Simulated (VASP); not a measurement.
# Os: single point with revPBE

Crystal: Os.

```
Os
1.0
     4.50101    0.00000    0.00000
    -2.25050    3.89799    0.00000
     0.00000    0.00000    2.83391
Os
3
Cartesian
  2.2505 3.8980 0.0000
  0.0000 2.5987 1.4170
  2.2505 1.2993 1.4170
```

This isn't the form of Os at room conditions, which is hcp.

| Property | Result |
| --- | --- |
| Program | VASP 6.6.1 |
| Task | single point |
| Functional | revPBE |
| Potentials or basis | VASP PAW PBE potentials, release 64 (Os) |
| Cutoff | 520 eV |
| k mesh | 10 × 10 × 13 |
| Occupations | fermi-dirac, width 0.1 eV |
| Spin | no spin polarisation |

| Property | Result |
| --- | --- |
| Pressure | -31.7 GPa |
| Band gap on the k mesh | zero (bands 12 and 13 overlap by 2.02 eV) |

Stress tensor (GPa, compression positive):
```
-33.48   0.00   0.00
  0.00 -33.48   0.00
  0.00   0.00 -28.12
```

Levels at points of the mesh, in eV from the Fermi level:
```tsv
k point	band 10	band 11	band 12	band 13	band 14	band 15
(0.00, 0.00, 0.00)	-1.95	-1.27	-1.27	-1.20	-1.20	1.85
(0.50, 0.00, 0.00)	-1.05	-1.01	0.17	0.24	0.94	0.95
```

It took 32 s on 1 thread of Intel(R) Xeon(R) 6975P-C (Granite Rapids), with other jobs on the host, peak memory 0.22 GiB.

Caveat: the stress differs along the axes, from -33 to -28 GPa; the PAW data sets were made with another functional, which shifts forces and pressure a little; spin-orbit coupling is left out, which moves the levels of the heavy elements.
